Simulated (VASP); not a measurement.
# Pt (Fm-3m) in VASP: further runs

Pt is run at these levels: PBEsol; tasks: single point, relaxation of cell and atoms.

All numbers are computed with VASP 6.6.1; they aren't measurements. Logs are shortened: lines on timing, memory, paths and dates and some standing lists are left out, and cuts for length are marked.

**1. The cell of the first run**

Symmetry: Fm-3m, No. 225, cubic system. The conventional cell has a = 3.918 Å, b = 3.918 Å, c = 3.918 Å, α = 90.00°, β = 90.00°, γ = 90.00°. Within 3.7 Å of Pt (site symmetry m-3m) lie 12 Pt at 2.77 Å.

**2. Single point, PBEsol**

File INCAR:

```
SYSTEM = Pt
PREC = Accurate ; ENCUT = 520
EDIFF = 1E-6 ; ISMEAR = -1
SIGMA = 0.1 ; LREAL = .False.
LASPH = .True. ; NELM = 100
ALGO = Normal ; ISIF = 2
LWAVE = .False. ; LCHARG = .True.
GGA = PS ; LELF = .True.
LVHAR = .True. ; NBANDS = 11
```

File KPOINTS:

```
regular mesh
0
Gamma
  11 11 11
  0 0 0
```

File POSCAR:

```
Pt
1.0
    0.0000000000      1.9592435642      1.9592435642
    1.9592435642      0.0000000000      1.9592435642
    1.9592435642      1.9592435642      0.0000000000
Pt
1
Direct
    0.0000000000      0.0000000000      0.0000000000
```

Potentials or basis: VASP PAW PBE potentials, release 64 (Pt).

Run with:

```bash
$ cat potpaw_PBE.64/Pt/POTCAR > POTCAR
$ mpirun -np 1 vasp_std > vasp.out
```

OUTCAR:

```text
SYSTEM = Pt
   PREC = Accurate
   ENCUT = 520
   EDIFF = 1E-6
   ISMEAR = -1
   LREAL = .False.
   LASPH = .True.
   NELM = 100
   ISIF = 2
   GGA = PS

 ion  position               nearest neighbor table
   1  0.000  0.000  0.000-

  LATTYP: Found a face centered cubic cell.
 ALAT       =     3.9184871284

  Lattice vectors:

 A1 = (   0.0000000000,   1.9592435642,   1.9592435642)
 A2 = (   1.9592435642,   0.0000000000,   1.9592435642)
 A3 = (   1.9592435642,   1.9592435642,   0.0000000000)

Analysis of symmetry for initial positions (statically):
=====================================================================
 Subroutine PRICEL returns:
 Original cell was already a primitive cell.

 Routine SETGRP: Setting up the symmetry group for a
 face centered cubic supercell.

 Subroutine GETGRP returns: Found 48 space group operations
 (whereof 48 operations were pure point group operations)
 out of a pool of 48 trial point group operations.

The static configuration has the point symmetry O_h .

Analysis of symmetry for dynamics (positions and initial velocities):
=====================================================================
 Subroutine PRICEL returns:
 Original cell was already a primitive cell.

 Routine SETGRP: Setting up the symmetry group for a
 face centered cubic supercell.

 Subroutine GETGRP returns: Found 48 space group operations
 (whereof 48 operations were pure point group operations)
 out of a pool of 48 trial point group operations.

The dynamic configuration has the point symmetry O_h .

 Subroutine INISYM returns: Found 48 space group operations
 (whereof 48 operations are pure point group operations),
 and found     1 'primitive' translations

----------------------------------------------------------------------------------------

                                     Primitive cell

  volume of cell :      15.0416

  direct lattice vectors                    reciprocal lattice vectors
     0.000000000  1.959243564  1.959243564    -0.255200532  0.255200532  0.255200532
     1.959243564  0.000000000  1.959243564     0.255200532 -0.255200532  0.255200532
     1.959243564  1.959243564  0.000000000     0.255200532  0.255200532 -0.255200532

  length of vectors
     2.770788820  2.770788820  2.770788820     0.442020288  0.442020288  0.442020288

  position of ions in fractional coordinates (direct lattice)
     0.000000000  0.000000000  0.000000000

  ion indices of the primitive-cell ions
   primitive index   ion index
                 1           1

[... 72 lines left out ...]
   LREAL  =      F    real-space projection
   EDIFFG = 0.1E-04   stopping-criterion for IOM
   NSW    =      0    number of steps for IOM
   IBRION =     -1    ionic relax: 0-MD 1-quasi-New 2-CG
   NFREE  =      0    steps in history (QN), initial steepest desc. (CG)
   ISIF   =      2    stress and relaxation
   ISYM   =      2    0-nonsym 1-usesym 2-fastsym
   POTIM  = 0.5000    time-step for ionic-motion
   TEBEG  =    0.0;   TEEND  =   0.0 temperature during run
   PSTRESS=    0.0 pullay stress
   NELECT =      10.0000    total number of electrons
   NUPDOWN=      -1.0000    fix difference up-down
   EMIN   =  10.00;   EMAX   =-10.00  energy-range for DOS
   EFERMI =   0.00;   METHOD = LEGACY
   ISMEAR =    -1;   SIGMA  =   0.10  broadening in eV -4-tet -1-fermi 0-gaus
   EFERMI_NEDOS =   21; number of points for ismear=-14 and -15
   IALGO  =     38    algorithm
   IMIX   =      4    mixing-type and parameters
     AMIX     =   0.40;   BMIX     =  1.00
     AMIX_MAG =   1.60;   BMIX_MAG =  1.00
  volume/ion in A,a.u.               =      15.04       101.51
  Fermi-wavevector in a.u.,A,eV,Ry     =   1.428816  2.700071 27.776513  2.041516
  Thomas-Fermi vector in A             =   2.548837
   LORBIT       =      0    0 simple, 1 ext, 2 COOP (PROOUT), +10 PAW based schemes
   GGA     = PS    functional components
   LHFCALC =     F    Hartree Fock is set to
   AEXX    =    0.0000 exact exchange contribution
   IVDW    =     0    specifies the selected vdW correction
   LEPSILON=     F    determine dielectric tensor
   LRPA    =     F    only Hartree local field effects (RPA)
 non-spin polarized calculation
  energy-cutoff  :      520.00
  volume of cell :       15.04
 maximum number of plane-waves:       416
 NGX is ok and might be reduce to    24
   NGX = 11   NGY = 11   NGZ = 11

 number of electron      10.0000000 magnetization

 Free energy of the ion-electron system (eV)
  ---------------------------------------------------
  ext. energy  EPLUGINS =         0.00000000
  ---------------------------------------------------
  free energy    TOTEN  =        -7.00210242 eV

  energy without entropy =       -6.94734181  energy(sigma->0) =       -6.97472212

 E-fermi :  11.1224     XC(G=0): -13.6447

 val. band max:       11.1215325631   @ k =   0.4545   0.4545   0.0000
 cond. band min:      11.1735666582   @ k =   0.4545   0.0909   0.0000
 fundamental gap:      0.0520340952
 Fermi energy:        11.1224213862

 k-point     1 :       0.0000    0.0000    0.0000
  band No.  band energies     occupation
      1       0.8214      2.00000
      2       7.3197      2.00000
      3       7.3197      2.00000
      4       7.3197      2.00000
      5       9.5074      2.00000
      6       9.5074      2.00000
      7      25.7644      0.00000
      8      30.7370      0.00000
      9      30.7370      0.00000
     10      30.7370      0.00000
     11      36.0467      0.00000
[... 309 lines left out ...]
 k-point    24 :      -0.1818    0.1818    0.0000
  band No.  band energies     occupation
      1       3.7715      2.00000
      2       6.3962      2.00000
      3       7.5176      2.00000
      4       8.5061      2.00000
      5       8.5780      2.00000
      6      11.0581      1.31080
      7      24.5904      0.00000
      8      27.1867      0.00000
      9      30.1411      0.00000
     10      31.2824      0.00000
     11      35.8006      0.00000

 [... further k-points ...]
[... 5 lines left out ...]
  --------------------------------------------------------------------------------------
  -------------------------------------------------------------------------------------
  Total       -0.0392630     -0.0392630     -0.0392630      0.0000000      0.0000000      0.0000000
  in kB       -4.1821443     -4.1821443     -4.1821443      0.0000000      0.0000000      0.0000000
  external PRESSURE =      -4.1821443 kB  Pullay stress =       0.0000000 kB

 VOLUME and BASIS-vectors are now :
 -----------------------------------------------------------------------------
  energy-cutoff  :      520.00
  volume of cell :       15.04
      direct lattice vectors                 reciprocal lattice vectors
     0.000000000  1.959243564  1.959243564    -0.255200532  0.255200532  0.255200532
     1.959243564  0.000000000  1.959243564     0.255200532 -0.255200532  0.255200532
     1.959243564  1.959243564  0.000000000     0.255200532  0.255200532 -0.255200532

 POSITION                                       TOTAL-FORCE (eV/Angst)
 -----------------------------------------------------------------------------------
      0.00000      0.00000      0.00000        -0.000000     -0.000000     -0.000000
 -----------------------------------------------------------------------------------
    total drift:                                0.000000      0.000000     -0.000000

  FREE ENERGIE OF THE ION-ELECTRON SYSTEM (eV)
  ---------------------------------------------------
  free  energy   TOTEN  =        -7.0021024217 eV

  energy  without entropy=       -6.9473418145  energy(sigma->0) =       -6.97472212
```

Run time: 4.2 s. Hardware: 1 thread of Intel Xeon 6975P-C (Granite Rapids), shared host; peak memory 0.14 GiB.

What came out:

```yaml
Free_energy: -7.0021 eV
Pressure: -0.4 GPa
Band_gap_on_the_k_mesh: zero (band 5 reaches 11.54 eV, above the bottom of band 6 at 9.42 eV)
```

Caveat: the PAW data sets were made with another functional, which shifts forces and pressure a little; spin-orbit coupling is left out, which moves the levels of the heavy elements.

**3. Relaxation of cell and atoms, PBEsol**

This run uses another cell than the first one, of 15.08 Å³/atom, 1.003 times its volume.

File INCAR:

```
SYSTEM = Pt
PREC = Accurate
ENCUT = 600
EDIFF = 1E-6
ISMEAR = -1
SIGMA = 0.1
LREAL = .FALSE.
LASPH = .TRUE.
NELM = 80
ALGO = Normal
ISIF = 3
LWAVE = .FALSE.
LCHARG = .FALSE.
GGA = PS
IBRION = 2
NSW = 80
EDIFFG = -0.03
```

File KPOINTS:

```
regular mesh
0
G
  11 11 11
  0 0 0
```

File POSCAR:

```
Pt
1.0
    0.0000000000      1.9609000000      1.9609000000
    1.9609000000      0.0000000000      1.9609000000
    1.9609000000      1.9609000000      0.0000000000
Pt
1
Direct
    0.0000000000      0.0000000000      0.0000000000
```

Potentials or basis: VASP PAW PBE potentials, release 64 (Pt).

Run with:

```bash
$ cat potpaw_PBE.64/Pt/POTCAR > POTCAR
$ mpirun -np 1 vasp_std > vasp.out
```

It took 7.7 s on 1 thread of Intel Xeon 6975P-C (Granite Rapids), shared host; peak memory 0.15 GiB.

Results (log left out):

* Free energy: -7.0022 eV
* Relaxed volume: 15.02 Å³/atom
* Relaxed cell: a = 2.770 Å, b = 2.770 Å, c = 2.770 Å, α = 60.00°, β = 60.00°, γ = 60.00°
* Space group after relaxing (to 0.05 Å): Fm-3m (No. 225)
* Energy gained by relaxing: 0.2 meV/atom
* Ionic steps: 3
* Pressure after relaxing: 0.0 GPa
* Band gap on the k mesh: zero (band 5 reaches 11.56 eV, above the bottom of band 6 at 9.44 eV)

Step by step:
```
step  energy change (eV)  largest force (eV/Å)  pressure (GPa)  volume (Å³)
   1              0.0000                0.0000           -1.04        15.08
   2              0.0013                0.0000            3.16        14.87
   3             -0.0002                0.0000            0.04        15.02
```

Final structure:
```
Pt
1.0
     0.00000    1.95850    1.95850
     1.95850    0.00000    1.95850
     1.95850    1.95850    0.00000
Pt
1
Direct
  0.00000 0.00000 0.00000
```

Levels at points of the mesh, in eV from the Fermi level:
```
           k point  band 2  band 3  band 4  band 5  band 6  band 7  band 8  band 9
(0.00, 0.00, 0.00)   -3.81   -3.81   -3.81   -1.62   -1.62   14.64   19.62   19.62
```

Caveat: the PAW data sets were made with another functional, which shifts forces and pressure a little; spin-orbit coupling is left out, which moves the levels of the heavy elements.
